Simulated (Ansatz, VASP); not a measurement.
# One calculation of Ru, two programs

Contents of INCAR:

```
PREC = Accurate
ENCUT = 520
EDIFF = 1E-7
ISMEAR = -1
SIGMA = 0.1
LREAL = F
LASPH = T
NELM = 80
ALGO = Normal
ISIF = 2
LWAVE = F
LCHARG = T
GGA = PS
LELF = T
LVHAR = T
NBANDS = 13
```

Contents of KPOINTS:

```
regular mesh
0
Gamma
  14 14 14
```

Contents of POSCAR:

```
Ru
1.0
    2.4474626179      0.0000000000      0.0000000000
    0.0000000000      2.4474626179      0.0000000000
    0.0000000000      0.0000000000      2.4474626179
Ru
1
Direct
    0.0000000000      0.0000000000      0.0000000000
```

Input for Ansatz:

```yaml
crystal:
  lattice:
    - [2.4474626179, 0.0, 0.0]
    - [0.0, 2.4474626179, 0.0]
    - [0.0, 0.0, 2.4474626179]
  atoms:
    - { symbol: Ru, position: [0.0, 0.0, 0.0] }
hamiltonian:
  xc: pbesol
  pseudopotentials:
    kind: paw
    azcp:
      Ru: "pseudopotentials/Ru.paw.azcp"
basis:
  ecutwfc: 420
  fft_grid_basis: typed
kpoints:
  mp_grid: { grid: [14, 14, 14], shift: [0, 0, 0] }
magnetization:
  spin_polarized: false
scf:
  occupations: { method: fermi_dirac, width: 0.1 }
  lower_state_search: "off"
output:
  stress: true
```

Alike in both runs: task single point; functional PBEsol; k mesh 14 × 14 × 14; occupations fermi-dirac, width 0.1 eV; no spin polarisation.

|  | VASP | Ansatz |
| --- | --- | --- |
| version | VASP 6.6.1 | Ansatz 0.2.0 |
| potentials or method | VASP PAW PBE potentials, release 64 (Ru_pv), cutoff 520 eV | plane waves (420 eV) with PAW, scalar-relativistic |
| valence electrons in the cell | 14 | 16 |

Ansatz gave:

| Property | Result |
| --- | --- |
| pressure (GPa) | 11.3 |

Question: Which values does VASP return?

Answer: Pressure (GPa): 11.6.

VASP's potentials were made for PBE, not for PBEsol, and Ansatz warns of the same on its side. VASP's potentials hold 14 valence electrons a cell and Ansatz's 16, so a difference there can come from the potentials and not from the codes.
